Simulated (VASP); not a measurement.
# SiO2 (P6_322) in VASP: relaxation of cell and atoms with LDA

Aim: the relaxation of cell and atoms of SiO2 with LDA.

Everything below comes from runs of VASP 6.6.1. Logs are shortened: lines on timing, memory, paths and dates and some standing lists are left out, and cuts for length are marked.

### 1 The cell of the first run

Symmetry: P6_322, No. 182, hexagonal system. Conventional cell: a = 5.099 Å, b = 5.099 Å, c = 8.629 Å, α = 90.00°, β = 90.00°, γ = 120.00°. Si (site symmetry 3) has 4 O at 1.62 Å within 2.1 Å. O (site symmetry 2) has 2 Si at 1.62 Å within 2.2 Å. O (site symmetry 32) has 2 Si at 1.62 Å within 2.1 Å.

### 2 Relaxation of cell and atoms, LDA

Contents of INCAR:

```
SYSTEM = SiO2
ALGO = Normal ; EDIFF = 1E-7
EDIFFG = -0.005 ; ENCUT = 600
GGA = CA ; IBRION = 2
ISIF = 3 ; ISMEAR = -1
LASPH = .TRUE. ; LCHARG = .FALSE.
LREAL = .FALSE. ; LWAVE = .FALSE.
NELM = 80 ; NSW = 80
PREC = Accurate ; SIGMA = 0.02
```

Contents of KPOINTS:

```
k-points
0
G
  6 6 4
  0 0 0
```

Contents of POSCAR:

```
SiO2
1.0
    5.0993038454      0.0000000000      0.0000000000
   -2.5496519227      4.4161266717      0.0000000000
    0.0000000000      0.0000000000      8.6285752470
Si O
4 8
Direct
    0.6666666667      0.3333333333      0.9372042616
    0.6666666667      0.3333333333      0.5627957384
    0.3333333333      0.6666666667      0.0627957384
    0.3333333333      0.6666666667      0.4372042616
    0.0000000000      0.4173776230      0.0000000000
    0.4173776230      0.4173776230      0.5000000000
    0.5826223770      0.0000000000      0.5000000000
    0.5826223770      0.5826223770      0.0000000000
    0.0000000000      0.5826223770      0.5000000000
    0.6666666667      0.3333333333      0.7500000000
    0.3333333333      0.6666666667      0.2500000000
    0.4173776230      0.0000000000      0.0000000000
```

Potentials or basis: VASP PAW LDA potentials, release 64 (Si, O).

Command:

```bash
$ cat potpaw_LDA.64/Si/POTCAR potpaw_LDA.64/O/POTCAR > POTCAR
$ mpirun -np 1 vasp_std > vasp.out
```

OUTCAR:

```text
SYSTEM = SiO2
   EDIFF = 1E-7
   EDIFFG = -0.005
   ENCUT = 600
   GGA = CA
   IBRION = 2
   ISIF = 3
   ISMEAR = -1
   LASPH = .TRUE.
   LREAL = .FALSE.
   NELM = 80
   NSW = 80
   PREC = Accurate

 ion  position               nearest neighbor table
   1  0.667  0.333  0.937-  10 1.62   5 1.62  12 1.62   8 1.62   3 3.14   3 3.14   3 3.14
   2  0.667  0.333  0.563-  10 1.62   7 1.62   9 1.62   6 1.62   4 3.14   4 3.14   4 3.14
   3  0.333  0.667  0.063-  11 1.62  12 1.62   5 1.62   8 1.62   1 3.14   1 3.14   1 3.14
   4  0.333  0.667  0.437-  11 1.62   9 1.62   7 1.62   6 1.62   2 3.14   2 3.14   2 3.14
   5  0.000  0.417  0.000-   1 1.62   3 1.62
   6  0.417  0.417  0.500-   4 1.62   2 1.62
   7  0.583  0.000  0.500-   2 1.62   4 1.62
   8  0.583  0.583  0.000-   1 1.62   3 1.62
   9  0.000  0.583  0.500-   4 1.62   2 1.62
  10  0.667  0.333  0.750-   1 1.62   2 1.62
  11  0.333  0.667  0.250-   3 1.62   4 1.62
  12  0.417  0.000  0.000-   3 1.62   1 1.62

  LATTYP: Found a hexagonal cell.
 ALAT       =     5.0993038454
 C/A-ratio  =     1.6921084737

  Lattice vectors:

 A1 = (   5.0993038454,   0.0000000000,   0.0000000000)
 A2 = (  -2.5496519227,   4.4161266717,   0.0000000000)
 A3 = (   0.0000000000,   0.0000000000,   8.6285752470)

Analysis of symmetry for initial positions (statically):
=====================================================================
 Subroutine PRICEL returns:
 Original cell was already a primitive cell.

 Routine SETGRP: Setting up the symmetry group for a
 hexagonal supercell.

 Subroutine GETGRP returns: Found 12 space group operations
 (whereof  6 operations were pure point group operations)
 out of a pool of 24 trial point group operations.

The static configuration has the point symmetry D_3 .
 The point group associated with its full space group is D_6 .

Analysis of symmetry for dynamics (positions and initial velocities):
=====================================================================
 Subroutine PRICEL returns:
 Original cell was already a primitive cell.

 Routine SETGRP: Setting up the symmetry group for a
 hexagonal supercell.

 Subroutine GETGRP returns: Found 12 space group operations
 (whereof  6 operations were pure point group operations)
 out of a pool of 24 trial point group operations.

The dynamic configuration has the point symmetry D_3 .
 The point group associated with its full space group is D_6 .

 Subroutine INISYM returns: Found 12 space group operations
 (whereof  6 operations are pure point group operations),
 and found     1 'primitive' translations

----------------------------------------------------------------------------------------

                                     Primitive cell

  volume of cell :     194.3084

  direct lattice vectors                    reciprocal lattice vectors
     5.099303845  0.000000000  0.000000000     0.196105200  0.113221390  0.000000000
    -2.549651923  4.416126672  0.000000000     0.000000000  0.226442780  0.000000000
[... 129 lines left out ...]
   IVDW    =     0    specifies the selected vdW correction
   LEPSILON=     F    determine dielectric tensor
   LRPA    =     F    only Hartree local field effects (RPA)
 conjugate gradient relaxation of ions
 non-spin polarized calculation
  energy-cutoff  :      600.00
  volume of cell :      194.31
 maximum number of plane-waves:      6528
 NGX is ok and might be reduce to    42
   NGX = 21   NGY = 21   NGZ = 35

--------------------------------------- Ionic step        1  -------------------------------------------

 number of electron      63.9999959 magnetization

 Free energy of the ion-electron system (eV)
  ---------------------------------------------------
  ext. energy  EPLUGINS =         0.00000000
  ---------------------------------------------------
  free energy    TOTEN  =      -103.65108485 eV

  energy without entropy =     -103.65108485  energy(sigma->0) =     -103.65108485

------------------------ aborting loop because EDIFF is reached ----------------------------------------

  FORCE on cell =-STRESS in cart. coord.  units (eV):
  Direction    XX          YY          ZZ          XY          YZ          ZX
  --------------------------------------------------------------------------------------
  -------------------------------------------------------------------------------------
  Total       -6.2080332     -6.2080332     -6.0961114      0.0000000      0.0000000      0.0000000
  in kB      -51.1885829    -51.1885829    -50.2657273      0.0000000      0.0000000      0.0000000
  external PRESSURE =     -50.8809643 kB  Pullay stress =       0.0000000 kB
[... 33 lines left out ...]
--------------------------------------- Ionic step        2  -------------------------------------------

 number of electron      64.0000003 magnetization

 E-fermi :   0.0908     XC(G=0):  -8.5831

 val. band max:       -0.4063223787   @ k =   0.0000   0.0000   0.2500
 cond. band min:       5.1427821096   @ k =   0.0000   0.0000   0.0000
 fundamental gap:      5.5491044883
 Fermi energy:         0.0907758756

 k-point     1 :       0.0000    0.0000    0.0000
  band No.  band energies     occupation
      1     -19.9154      2.00000
      2     -19.4858      2.00000
      3     -18.3549      2.00000
      4     -17.6313      2.00000
      5     -17.6313      2.00000
      6     -17.6279      2.00000
[... 956 lines left out ...]
  FREE ENERGIE OF THE ION-ELECTRON SYSTEM (eV)
  ---------------------------------------------------
  free  energy   TOTEN  =      -103.7558432399 eV

  energy  without entropy=     -103.7558432399  energy(sigma->0) =     -103.75584324

[... ionic steps 4 to 21 ...]

--------------------------------------- Ionic step       22  -------------------------------------------

 number of electron      63.9999981 magnetization

------------------------ aborting loop because EDIFF is reached ----------------------------------------
[... 87 lines left out ...]
--------------------------------------- Ionic step       24  -------------------------------------------

 number of electron      63.9999981 magnetization

 Free energy of the ion-electron system (eV)
  ---------------------------------------------------
  ext. energy  EPLUGINS =         0.00000000
  ---------------------------------------------------
  free energy    TOTEN  =      -103.75895201 eV

  energy without entropy =     -103.75895201  energy(sigma->0) =     -103.75895201

 E-fermi :  -0.1850     XC(G=0):  -8.4960

 val. band max:       -0.6035769482   @ k =   0.0000   0.0000   0.2500
 cond. band min:       4.8114053113   @ k =   0.0000   0.0000   0.0000
 fundamental gap:      5.4149822594
 Fermi energy:        -0.1850301185

 k-point     1 :       0.0000    0.0000    0.0000
  band No.  band energies     occupation
      1     -19.8815      2.00000
      2     -19.4692      2.00000
      3     -18.4088      2.00000
      4     -17.7249      2.00000
      5     -17.7058      2.00000
      6     -17.7058      2.00000
[... 910 lines left out ...]
  FREE ENERGIE OF THE ION-ELECTRON SYSTEM (eV)
  ---------------------------------------------------
  free  energy   TOTEN  =      -103.7589520103 eV

  energy  without entropy=     -103.7589520103  energy(sigma->0) =     -103.75895201

 reached required accuracy - stopping structural energy minimisation
```

CONTCAR:

```text
SiO2
   1.00000000000000
     5.0094517824661180    0.0000000000000000    0.0000000000000000
    -2.5047258912330590    4.3383125026185052   -0.0000000000000000
     0.0000000000000000    0.0000000000000000    8.5453282547782212
  Si              O
     4     8
Direct
     0.6666666667000030    0.3333333332999970    0.9369734740642885
     0.6666666667000030    0.3333333332999970    0.5630265259357115
     0.3333333332999970    0.6666666667000030    0.0630265259357116
     0.3333333332999970    0.6666666667000030    0.4369734740642883
     0.0000000000000004    0.4104733588164031    0.0000000000000000
     0.4104733588164027    0.4104733588164031    0.5000000000000000
     0.5895266411835979    0.0000000000000000    0.5000000000000000
     0.5895266411835975    0.5895266411835971    0.0000000000000000
     0.9999999999999997    0.5895266411835971    0.5000000000000000
     0.6666666667000030    0.3333333332999970    0.7500000000000000
     0.3333333332999970    0.6666666667000030    0.2500000000000000
     0.4104733588164022    0.0000000000000000    0.0000000000000000

  0.00000000E+00  0.00000000E+00  0.00000000E+00
  0.00000000E+00  0.00000000E+00  0.00000000E+00
  0.00000000E+00  0.00000000E+00  0.00000000E+00
  0.00000000E+00  0.00000000E+00  0.00000000E+00
  0.00000000E+00  0.00000000E+00  0.00000000E+00
  0.00000000E+00  0.00000000E+00  0.00000000E+00
  0.00000000E+00  0.00000000E+00  0.00000000E+00
  0.00000000E+00  0.00000000E+00  0.00000000E+00
  0.00000000E+00  0.00000000E+00  0.00000000E+00
  0.00000000E+00  0.00000000E+00  0.00000000E+00
  0.00000000E+00  0.00000000E+00  0.00000000E+00
  0.00000000E+00  0.00000000E+00  0.00000000E+00
```

Run time: 76 min. Hardware: 1 thread of Intel Xeon 8259CL, shared host; peak memory 0.36 GiB.

What came out:

| Item | Value |
| --- | --- |
| Free energy | -103.7590 eV |
| Relaxed volume | 15.48 Å³/atom |
| Relaxed cell | a = 5.009 Å, b = 5.009 Å, c = 8.545 Å, α = 90.00°, β = 90.00°, γ = 120.00° |
| Space group after relaxing (to 0.1 Å) | P6_322 (No. 182) |
| Energy gained by relaxing | 9.0 meV/atom |
| Ionic steps | 24 |
| Pressure after relaxing | 0.0 GPa |
| Band gap on the k mesh | 5.42 eV (least direct gap 5.48 eV) |

Forces in eV/Å, atoms in the order of the input:
```
Si   0.000  0.000 -0.003
Si   0.000  0.000  0.003
Si   0.000  0.000  0.003
Si   0.000  0.000 -0.003
O    0.000 -0.001  0.000
O    0.000 -0.001  0.000
O    0.001  0.000  0.000
O    0.000  0.001  0.000
O    0.000  0.001  0.000
O    0.000  0.000  0.000
O    0.000  0.000  0.000
O   -0.001  0.000  0.000
```

Step by step:
```tsv
step	energy change (eV)	largest force (eV/Å)	pressure (GPa)	volume (Å³)
1	0.0000	0.3008	-5.09	194.31
2	0.1034	0.5117	8.11	180.20
3	-0.1048	0.0286	-0.09	188.29
4	-0.1048	0.0290	0.02	188.17
5	-0.1048	0.0605	0.03	188.11
6	-0.1048	0.0222	0.02	188.14
7	-0.1050	0.0186	-0.03	188.14
8	-0.1053	0.0089	-0.20	188.16
9	-0.1051	0.0117	-0.55	188.18
10	-0.1054	0.0025	-0.31	188.17
11	-0.1054	0.0031	-0.30	188.14
12	-0.1056	0.0040	-0.29	188.06
13	-0.1059	0.0071	-0.26	187.90
14	-0.1063	0.0170	-0.21	187.58
15	-0.1070	0.0364	-0.11	186.94
16	-0.1069	0.0729	0.09	185.66
17	-0.1072	0.0545	-0.01	186.32
18	-0.1075	0.0160	0.02	186.04
19	-0.1076	0.0441	0.03	185.93
20	-0.1076	0.0390	0.03	185.95
21	-0.1077	0.0316	0.01	185.92
22	-0.1078	0.0090	-0.05	185.82
23	-0.1079	0.0049	-0.07	185.81
24	-0.1079	0.0027	0.01	185.71
```

Final structure:
```xyz
12
Lattice="5.0095 0.0000 0.0000 -2.5047 4.3383 0.0000 0.0000 0.0000 8.5453" Properties=species:S:1:pos:R:3 pbc="T T T"
Si    2.5047    1.4461    8.0067
Si    2.5047    1.4461    4.8112
Si    0.0000    2.8922    0.5386
Si    0.0000    2.8922    3.7341
O    -1.0281    1.7808    0.0000
O     1.0281    1.7808    4.2727
O     2.9532    0.0000    4.2727
O     1.4766    2.5576    0.0000
O     3.5328    2.5576    4.2727
O     2.5047    1.4461    6.4090
O     0.0000    2.8922    2.1363
O     2.0562    0.0000    0.0000
```
